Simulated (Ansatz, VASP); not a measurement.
Two plane-wave programs on AgCl

```
Ag Cl
1.0
     1.66850   -4.95350    0.00000
     1.66850    4.95350    0.00000
     0.00000    0.00000    4.09500
Ag Cl
2 2
Direct
  0.60200 0.39800 0.25000
  0.39800 0.60200 0.75000
  0.86000 0.14000 0.25000
  0.14000 0.86000 0.75000
```

Alike in both runs: task single point; functional r2SCAN; k mesh 6 × 6 × 6; no spin polarisation.

```csv
,VASP,Ansatz
version,VASP 6.6.1,Ansatz 0.2.0
potentials or method,"VASP PAW PBE potentials, release 64 (Ag, Cl), cutoff 520 eV","plane waves, PAW"
occupations,"gaussian, width 0.01 eV",fixed
valence electrons in the cell,36,52
```

```tsv
	VASP	Ansatz	Ansatz less VASP
gap on the k mesh at the Fermi level (eV)	1.26	1.32	+0.056
```

VASP's potentials were made for PBE, not for r2SCAN. VASP's potentials hold 36 valence electrons a cell and Ansatz's 52, so a difference there can come from the potentials and not from the codes.
